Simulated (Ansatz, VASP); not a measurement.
**SnO in VASP and in Ansatz**

```xyz
4
Lattice="3.2947 0.0345 0.1197 0.0584 5.6708 0.0119 0.1506 0.0088 3.9880" Properties=species:S:1:pos:R:3 pbc="T T T"
Sn    0.1168    1.3188    2.0428
Sn    1.7127    4.4404    0.1052
O     0.1440    5.0388    2.9579
O     1.6639    0.5914    1.0196
```

Change from the starting cell: all atoms moved at random (sigma 0.03 Å a component), cell strained at random (sigma 0.03).

Alike in both runs: task single point; functional r2SCAN; k mesh 8 × 6 × 6; occupations gaussian, width 0.05 eV; no spin polarisation.

```csv
,VASP,Ansatz
version,VASP 6.6.1,Ansatz 0.2.0
potentials or method,"VASP PAW PBE potentials, release 64 (Sn_d, O), cutoff 520 eV","scalar-relativistic, plane waves, PAW"
valence electrons in the cell,40,40
```

Ansatz gave:

* gap on the k mesh at the Fermi level (eV): 1.71
* least direct gap on the mesh (eV): 2.39
* pressure (GPa): 7.5
* traceless stress, the component that is largest in VASP (GPa): -6.63
* rms of the force components (eV/Å): 1.019

Q: Which values does VASP return?

A: gap on the k mesh at the Fermi level (eV): 1.69; least direct gap on the mesh (eV): 2.37; pressure (GPa): 8.1; traceless stress, the component that is largest in VASP (GPa): -6.80; rms of the force components (eV/Å): 1.081.

VASP's potentials were made for PBE, not for r2SCAN. Atom by atom the forces differ by 0.075 eV/Å (rms over components).
